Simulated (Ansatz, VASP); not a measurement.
# Two plane-wave programs on KTaO3

POSCAR

```
KTaO3
1.0
    3.9615320794      0.0000000000      0.0000000000
    0.0000000000      3.9615320794      0.0000000000
    0.0000000000      0.0000000000      3.9615320794
Ta K O
1 1 3
Direct
    0.0000000000      0.0000000000      0.0000000000
    0.5000000000      0.5000000000      0.5000000000
    0.0000000000      0.0000000000      0.5000000000
    0.0000000000      0.5000000000      0.0000000000
    0.5000000000      0.0000000000      0.0000000000
```

The input INCAR.step1:

```
PREC     = Accurate       # precision mode
ENCUT    = 660            # plane-wave cutoff, eV
ISMEAR   = -1             # smearing method
SIGMA    = 0.05           # smearing width, eV
LREAL    = False          # projectors in reciprocal space
LASPH    = True           # aspherical terms in the spheres
NELM     = 120            # most SCF steps
NBANDS   = 28             # bands
GGA      = PE             # functional
ALGO     = Normal         # electronic algorithm
EDIFF    = 1E-5           # SCF threshold, eV
LWAVE    = True           # write WAVECAR
LCHARG   = False          # write CHGCAR
GGA_COMPAT= False
```

Contents of INCAR.step2:

```
PREC     = Accurate       # precision mode
ENCUT    = 660            # plane-wave cutoff, eV
EDIFF    = 1E-6           # SCF threshold, eV
ISMEAR   = -1             # smearing method
SIGMA    = 0.05           # smearing width, eV
LREAL    = False          # projectors in reciprocal space
LASPH    = True           # aspherical terms in the spheres
NELM     = 120            # most SCF steps
ALGO     = Normal         # electronic algorithm
ISIF     = 2              # what is computed and relaxed
LWAVE    = False          # write WAVECAR
LCHARG   = False          # write CHGCAR
METAGGA  = R2SCAN         # meta-GGA
LMIXTAU  = True         
NBANDS   = 28             # bands
ISTART   = 1            
GGA_COMPAT= False
```

KPOINTS

```
regular mesh
0
Gamma
  7 7 7
```

The input input.yaml:

```yaml
crystal:
  lattice:
    - [3.9615320794, 0.0, 0.0]
    - [0.0, 3.9615320794, 0.0]
    - [0.0, 0.0, 3.9615320794]
  atoms:
    - { symbol: Ta, position: [0.0, 0.0, 0.0] }
    - { symbol: K, position: [0.5, 0.5, 0.5] }
    - { symbol: O, position: [0.0, 0.0, 0.5] }
    - { symbol: O, position: [0.0, 0.5, 0.0] }
    - { symbol: O, position: [0.5, 0.0, 0.0] }
hamiltonian:
  xc: r2scan
  pseudopotentials: { kind: paw }
kpoints:
  mp_grid: { grid: [7, 7, 7] }
scf:
  occupations: { method: fermi_dirac, width: 0.05 }
output:
  forces: true
  stress: true
  eigenvalues: true
```

Alike in both runs: task single point; functional r2SCAN; k mesh 7 × 7 × 7; occupations fermi-dirac, width 0.05 eV; no spin polarisation.

|  | VASP | Ansatz |
| --- | --- | --- |
| version | VASP 6.6.1 | Ansatz 0.2.0 |
| potentials or method | VASP PAW PBE potentials, release 64 (Ta_sv_GW, K_sv, O) | Ansatz PAW |
| plane-wave cutoff (eV) | 660 | 500 |
| valence electrons in the cell | 40 | 40 |

```tsv
	VASP	Ansatz	Ansatz less VASP
gap on the k mesh at the Fermi level (eV)	2.73	2.74	+0.013
least direct gap on the mesh (eV)	3.31	3.31	0.000
pressure (GPa)	4.8	4.7	-0.06
```

VASP's potentials were made for PBE, not for r2SCAN. With one functional, cell and mesh, what is left measures potentials, basis and numerics.

Neither program's run includes spin-orbit coupling. Noted on Ansatz's run: odd divisions of the mesh miss points on the zone boundary, where band edges often lie, so the gap on the mesh can be too wide.
